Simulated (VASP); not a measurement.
Here is a VASP 6.6.1 calculation.

Contents of INCAR:

```
SYSTEM = Cu2IBr
ALGO = Normal
EDIFF = 1E-6
ENCUT = 520
ISIF = 2
ISMEAR = -1
LASPH = .TRUE.
LCHARG = .FALSE.
LDAU = .TRUE.
LDAUJ = 0 0 0
LDAUL = -1 -1 2
LDAUPRINT = 1
LDAUTYPE = 2
LDAUU = 0 0 5
LMAXMIX = 4
LREAL = .FALSE.
LWAVE = .FALSE.
NBANDS = 26
NELM = 150
PREC = Accurate
SIGMA = 0.05
```

The input KPOINTS:

```
k-points
0
G
  8 8 8
  0 0 0
```

POSCAR

```
Cu2IBr
1.0
    1.9685310750      1.1365319461      6.3876248825
   -1.9685310750      1.1365319461      6.3876248825
    0.0000000000     -2.2730638921      6.3876248825
I Br Cu
1 1 2
Direct
    0.0000000000      0.0000000000      0.0000000000
    0.5000000000      0.5000000000      0.5000000000
    0.2490310000      0.2490310000      0.2490310000
    0.7509690000      0.7509690000      0.7509690000
```

Potentials or basis: VASP PAW LDA potentials, release 64 (I, Br, Cu).

Command:

```console
$ cat potpaw_LDA.64/I/POTCAR potpaw_LDA.64/Br/POTCAR potpaw_LDA.64/Cu/POTCAR > POTCAR
$ mpirun -np 1 vasp_std > vasp.out
```

Task: Estimate the largest force.

Result: 0.032 eV/Å.

Task: Estimate the pressure.

Result: -5.0 GPa.

Forces in eV/Å, atoms in the order of the input:
```
I    0.000  0.000  0.000
Br   0.000  0.000  0.000
Cu   0.000  0.000 -0.032
Cu   0.000  0.000  0.032
```

Caveat: the cell stands under tension.
